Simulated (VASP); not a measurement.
Here is a VASP 6.6.1 calculation.

The input INCAR:

```
PREC = Accurate ; ENCUT = 500
EDIFF = 1E-6 ; ISMEAR = 0
SIGMA = 0.1 ; LREAL = False
LASPH = True ; NELM = 120
ALGO = Normal ; ISIF = 2
LWAVE = False ; LCHARG = True
GGA = PE ; LELF = True
LVHAR = True ; NBANDS = 28
GGA_COMPAT = False
```

The input KPOINTS:

```
Automatic mesh
0
Gamma
  4 4 4
```

File POSCAR:

```
K3H8
1.0
    7.5922767625      0.0000000000      0.0000000000
    0.0000000000      7.5922767625      0.0000000000
    0.0000000000      0.0000000000      7.1109219241
K H
3 8
Direct
    0.0000000000      0.0000000000      0.5000000000
    0.0000000000      0.5000000000      0.0000000000
    0.5000000000      0.0000000000      0.0000000000
    0.6535216389      0.0000000000      0.4457501687
    0.3464783611      0.0000000000      0.4457501687
    0.0000000000      0.6535216389      0.4457501687
    0.0000000000      0.3464783611      0.4457501687
    0.3464783611      0.0000000000      0.5542498313
    0.6535216389      0.0000000000      0.5542498313
    0.0000000000      0.6535216389      0.5542498313
    0.0000000000      0.3464783611      0.5542498313
```

Potentials or basis: VASP PAW PBE potentials, release 64 (K_sv, H).

Command:

```bash
$ cat potpaw_PBE.64/K_sv/POTCAR potpaw_PBE.64/H/POTCAR > POTCAR
$ mpirun -np 1 vasp_std > vasp.out
```

Question: Predict the largest force.

Answer: 0.029 eV/Å.

Question: Predict the band gap on the k mesh.

Answer: Zero (an odd number of electrons rules out a gap without spin polarisation).

Question: What does it give for the pressure?

Answer: 0.0 GPa.

Forces on the atoms (eV/Å):
```
K    0.000  0.000  0.000
K    0.000  0.000  0.000
K    0.000  0.000  0.000
H   -0.003  0.000  0.029
H    0.003  0.000  0.029
H    0.000 -0.003  0.029
H    0.000  0.003  0.029
H    0.003  0.000 -0.029
H   -0.003  0.000 -0.029
H    0.000 -0.003 -0.029
H    0.000  0.003 -0.029
```

Caveat: an odd number of electrons without spin polarisation forces a metal; a magnetic or distorted state may lie lower.
